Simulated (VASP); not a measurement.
Set up this calculation in VASP 6.6.1, as the native input.

```
Task                   : single point
Functional             : PBE
Potentials or basis    : VASP PAW PBE potentials, release 64 (Sc_sv, Te)
Cutoff                 : 520 eV
k mesh                 : 12 × 12 × 6
Occupations            : gaussian, width 0.1 eV
Spin                   : no spin polarisation
Dipole correction      : no
Further INCAR settings : ALGO = Fast; EDIFF = 1e-06; NBANDS = 30
```

The structure of Sc3Te2 lies in POSCAR:

```
Sc3Te2
1.0
    4.9563629892      0.0000000000      0.0000000000
   -2.4781814946      4.2923362591      0.0000000000
    0.0000000000      0.0000000000      5.9955416653
Sc Te
3 2
Direct
    0.0000000000      0.0000000000      0.7620260750
    0.0000000000      0.0000000000      0.2379739250
    0.6666666667      0.3333333333      0.0000000000
    0.6666666667      0.3333333333      0.5000000000
    0.3333333333      0.6666666667      0.0000000000
```

One way to write it, as run:

INCAR

```
ALGO = Fast
EDIFF = 1E-6
ENCUT = 520
GGA = PE
ISIF = 2
ISMEAR = 0
LASPH = T
LCHARG = F
LREAL = F
LWAVE = F
NBANDS = 30
NELM = 60
PREC = Accurate
SIGMA = 0.1
```

KPOINTS

```
k-points
0
Gamma
  12 12 6
```

Potentials or basis: VASP PAW PBE potentials, release 64 (Sc_sv, Te).

The run is started by

```console
$ cat potpaw_PBE.64/Sc_sv/POTCAR potpaw_PBE.64/Te/POTCAR > POTCAR
$ mpirun -np 1 vasp_std > vasp.out
```

It gave:

* Pressure: 0.1 GPa
* Largest force: 0.003 eV/Å

It took 5.7 min on 1 thread of Oxide Virtual Turin-like Processor, on a shared host, peak memory 0.39 GiB.
